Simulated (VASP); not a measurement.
# Be (C2/m) in VASP: notebook

Runs on Be. Level: PBE. Tasks: single point.

All numbers are computed with VASP 6.6.1; they aren't measurements. Logs are shortened: lines on timing, memory, paths and dates and some standing lists are left out, and cuts for length are marked.

### 1 The cell of the first run

Symmetry: C2/m, No. 12, monoclinic system. Conventional cell: a = 3.958 Å, b = 2.285 Å, c = 3.584 Å, α = 90.00°, β = 90.00°, γ = 90.00°. Be (site symmetry m) has 10 Be at 1.82 to 2.38 Å within 2.4 Å.

### 2 Single point, PBE (shortest bond scaled by 0.82)

INCAR

```
PREC     = Accurate       # precision mode
ENCUT    = 520            # plane-wave cutoff, eV
EDIFF    = 1E-7           # SCF threshold, eV
ISMEAR   = -1             # smearing method
SIGMA    = 0.05           # smearing width, eV
LREAL    = False          # projectors in reciprocal space
LASPH    = True           # aspherical terms in the spheres
NELM     = 80             # most SCF steps
ALGO     = Normal         # electronic algorithm
ISIF     = 2              # what is computed and relaxed
LWAVE    = False          # write WAVECAR
LCHARG   = False          # write CHGCAR
GGA      = PE             # functional
NBANDS   = 9              # bands
```

KPOINTS

```
regular mesh
0
Gamma
  15 15 8
```

POSCAR

```
Be
1.0
    2.2853000000      0.0000000000      0.0000000000
   -1.1426500000      1.9791278553      0.0000000000
    0.0000000000      0.0000000000      3.5842000000
Be
2
Direct
    0.2733333333      0.6366666667      0.2050000000
    0.7266666667      0.3633333333      0.7950000000
```

Potentials or basis: VASP PAW PBE potentials, release 64 (Be).

Run with:

```
$ cat potpaw_PBE.64/Be/POTCAR > POTCAR
$ mpirun -np 1 vasp_std > vasp.out
```

OUTCAR:

```text
PREC = Accurate
   ENCUT = 520
   EDIFF = 1E-7
   ISMEAR = -1
   LREAL = False
   LASPH = True
   NELM = 80
   ISIF = 2
   GGA = PE

 ion  position               nearest neighbor table
   1  0.273  0.637  0.205-   2 1.82   2 2.07   2 2.07   2 2.38
   2  0.727  0.363  0.795-   1 1.82   1 2.07   1 2.07   1 2.38

  LATTYP: Found a hexagonal cell.
 ALAT       =     2.2853000000
 C/A-ratio  =     1.5683717674

  Lattice vectors:

 A1 = (   2.2853000000,   0.0000000000,   0.0000000000)
 A2 = (  -1.1426500000,   1.9791278553,   0.0000000000)
 A3 = (   0.0000000000,   0.0000000000,   3.5842000000)

Analysis of symmetry for initial positions (statically):
=====================================================================
 Subroutine PRICEL returns:
 Original cell was already a primitive cell.

 Routine SETGRP: Setting up the symmetry group for a
 hexagonal supercell.

 Subroutine GETGRP returns: Found  4 space group operations
 (whereof  4 operations were pure point group operations)
 out of a pool of 24 trial point group operations.

The static configuration has the point symmetry C_2h.

Analysis of symmetry for dynamics (positions and initial velocities):
=====================================================================
 Subroutine PRICEL returns:
 Original cell was already a primitive cell.

 Routine SETGRP: Setting up the symmetry group for a
 hexagonal supercell.

 Subroutine GETGRP returns: Found  4 space group operations
 (whereof  4 operations were pure point group operations)
 out of a pool of 24 trial point group operations.

The dynamic configuration has the point symmetry C_2h.

 Subroutine INISYM returns: Found  4 space group operations
 (whereof  4 operations are pure point group operations),
 and found     1 'primitive' translations

----------------------------------------------------------------------------------------

                                     Primitive cell

  volume of cell :      16.2110

  direct lattice vectors                    reciprocal lattice vectors
     2.285300000  0.000000000  0.000000000     0.437579311  0.252636533  0.000000000
    -1.142650000  1.979127855  0.000000000     0.000000000  0.505273066  0.000000000
     0.000000000  0.000000000  3.584200000     0.000000000  0.000000000  0.279002288

  length of vectors
     2.285300000  2.285300000  3.584200000     0.505273066  0.505273066  0.279002288

  position of ions in fractional coordinates (direct lattice)
     0.273333333  0.636666667  0.205000000
     0.726666667  0.363333333  0.795000000

[... 82 lines left out ...]
   ISIF   =      2    stress and relaxation
   ISYM   =      2    0-nonsym 1-usesym 2-fastsym
   POTIM  = 0.5000    time-step for ionic-motion
   TEBEG  =    0.0;   TEEND  =   0.0 temperature during run
   PSTRESS=    0.0 pullay stress
   NELECT =       4.0000    total number of electrons
   NUPDOWN=      -1.0000    fix difference up-down
   EMIN   =  10.00;   EMAX   =-10.00  energy-range for DOS
   EFERMI =   0.00;   METHOD = LEGACY
   ISMEAR =    -1;   SIGMA  =   0.05  broadening in eV -4-tet -1-fermi 0-gaus
   EFERMI_NEDOS =   21; number of points for ismear=-14 and -15
   IALGO  =     38    algorithm
   IMIX   =      4    mixing-type and parameters
     AMIX     =   0.40;   BMIX     =  1.00
     AMIX_MAG =   1.60;   BMIX_MAG =  1.00
  volume/ion in A,a.u.               =       8.11        54.70
  Fermi-wavevector in a.u.,A,eV,Ry     =   1.026814  1.940397 14.345258  1.054347
  Thomas-Fermi vector in A             =   2.160726
   LORBIT       =      0    0 simple, 1 ext, 2 COOP (PROOUT), +10 PAW based schemes
   GGA     = PE    functional components
   LHFCALC =     F    Hartree Fock is set to
   AEXX    =    0.0000 exact exchange contribution
   IVDW    =     0    specifies the selected vdW correction
   LEPSILON=     F    determine dielectric tensor
   LRPA    =     F    only Hartree local field effects (RPA)
 non-spin polarized calculation
  energy-cutoff  :      520.00
  volume of cell :       16.21
 maximum number of plane-waves:       454
 NGX is ok and might be reduce to    18
   NGX =  9   NGY =  9   NGZ = 13

 number of electron       4.0000000 magnetization

 Free energy of the ion-electron system (eV)
  ---------------------------------------------------
  ext. energy  EPLUGINS =         0.00000000
  ---------------------------------------------------
  free energy    TOTEN  =        -6.95691871 eV

  energy without entropy =       -6.95540785  energy(sigma->0) =       -6.95616328

 E-fermi :   6.8453     XC(G=0): -10.4719

 val. band max:        6.8322364963   @ k =  -0.4000  -0.3333   0.3750
 cond. band min:       6.8551719125   @ k =   0.4000   0.3333   0.1250
 fundamental gap:      0.0229354162
 Fermi energy:         6.8453067530

 k-point     1 :       0.0000    0.0000    0.0000
  band No.  band energies     occupation
      1      -4.4768      2.00000
      2       2.7610      2.00000
      3       7.3880      0.00004
      4      21.3912      0.00000
      5      22.9555      0.00000
      6      23.8463      0.00000
      7      26.1712      0.00000
      8      29.2374      0.00000
      9      32.4727      0.00000
[... 265 lines left out ...]
 k-point    24 :       0.2667    0.0667    0.0000
  band No.  band energies     occupation
      1      -1.8878      2.00000
      2       6.1631      2.00000
      3       7.1983      0.00172
      4      13.4006      0.00000
      5      16.2987      0.00000
      6      20.4886      0.00000
      7      21.6210      0.00000
      8      24.5559      0.00000
      9      26.4886      0.00000

 [... further k-points ...]

------------------------ aborting loop because EDIFF is reached ----------------------------------------

  FORCE on cell =-STRESS in cart. coord.  units (eV):
  Direction    XX          YY          ZZ          XY          YZ          ZX
  --------------------------------------------------------------------------------------
  -------------------------------------------------------------------------------------
  Total        0.5067423     -0.2104336      2.0449080      0.6210925      0.6612938      1.1453938
  in kB       50.0827758    -20.7977489    202.1040690     61.3843351     65.3575399    113.2025208
  external PRESSURE =      77.1296986 kB  Pullay stress =       0.0000000 kB

 VOLUME and BASIS-vectors are now :
 -----------------------------------------------------------------------------
  energy-cutoff  :      520.00
  volume of cell :       16.21
      direct lattice vectors                 reciprocal lattice vectors
     2.285300000  0.000000000  0.000000000     0.437579311  0.252636533  0.000000000
    -1.142650000  1.979127855  0.000000000     0.000000000  0.505273066  0.000000000
     0.000000000  0.000000000  3.584200000     0.000000000  0.000000000  0.279002288

 POSITION                                       TOTAL-FORCE (eV/Angst)
 -----------------------------------------------------------------------------------
     -0.10284      1.26004      0.73476         1.202605      0.694324      3.014935
      1.24549      0.71908      2.84944        -1.202605     -0.694324     -3.014935
 -----------------------------------------------------------------------------------
    total drift:                               -0.000000     -0.000000      0.000000

  FREE ENERGIE OF THE ION-ELECTRON SYSTEM (eV)
  ---------------------------------------------------
  free  energy   TOTEN  =        -6.9569187058 eV

  energy  without entropy=       -6.9554078467  energy(sigma->0) =       -6.95616328
```

It took 25 s on 1 thread of Intel Xeon 6975P-C (Granite Rapids), shared host; peak memory 0.17 GiB.

Results:

```
Free energy            : -6.9569 eV
Pressure               : 7.7 GPa
Largest force          : 3.319 eV/Å
Band gap on the k mesh : zero (band 2 reaches 7.41 eV, above the bottom of band 3 at 5.66 eV)
```

Forces on the atoms (eV/Å):
```
Be   1.203  0.694  3.015
Be  -1.203 -0.694 -3.015
```

Caveat: the cell differs from its parent crystal (shortest bond scaled by 0.82); forces of over 1 eV/Å act on the atoms, so gaps and moduli don't describe the material at rest.

### 3 Single point, PBE (shortest bond scaled by 0.76)

INCAR

```
SYSTEM = Be
ALGO = Normal
EDIFF = 1E-6
ENCUT = 520
GGA = PE
ISIF = 2
ISMEAR = -1
LASPH = .TRUE.
LCHARG = .FALSE.
LREAL = .FALSE.
LWAVE = .FALSE.
NBANDS = 9
NELM = 60
PREC = Accurate
SIGMA = 0.05
```

KPOINTS

```
k-points
0
G
  15 15 8
  0 0 0
```

POSCAR

```
Be
1.0
    2.2853000000      0.0000000000      0.0000000000
   -1.1426500000      1.9791278553      0.0000000000
    0.0000000000      0.0000000000      3.5842000000
Be
2
Direct
    0.2533333333      0.6266666667      0.1900000000
    0.7466666667      0.3733333333      0.8100000000
```

Potentials or basis: VASP PAW PBE potentials, release 64 (Be).

Run with:

```
$ cat potpaw_PBE.64/Be/POTCAR > POTCAR
$ mpirun -np 1 vasp_std > vasp.out
```

Run time: 23 s. Hardware: 1 thread of Intel Xeon 6975P-C (Granite Rapids), shared host; peak memory 0.17 GiB.

The run converged. Its results:

| Quantity | Value |
| --- | --- |
| Free energy | -6.3992 eV |
| Pressure | 16.5 GPa |
| Largest force | 5.298 eV/Å |
| Band gap on the k mesh | zero (band 2 reaches 7.27 eV, above the bottom of band 3 at 5.52 eV) |

Forces on the atoms (eV/Å):
```
Be   2.093  1.209  4.714
Be  -2.093 -1.209 -4.714
```

Stress tensor (GPa, compression positive):
```
11.38 10.42 21.97
10.42 -0.66 12.68
21.97 12.68 38.92
```

Levels at points of the mesh, in eV from the Fermi level:
```csv
k point,band 1,band 2,band 3,band 4,band 5,band 6,band 7
"(0.00, 0.00, 0.00)",-11.14,-3.65,0.42,14.30,16.49,16.58,19.60
"(0.00, 0.00, 0.50)",-9.69,-8.00,7.69,14.18,15.11,16.90,16.96
```

Caveat: the cell differs from its parent crystal (shortest bond scaled by 0.76); forces of over 1 eV/Å act on the atoms, so gaps and moduli don't describe the material at rest.
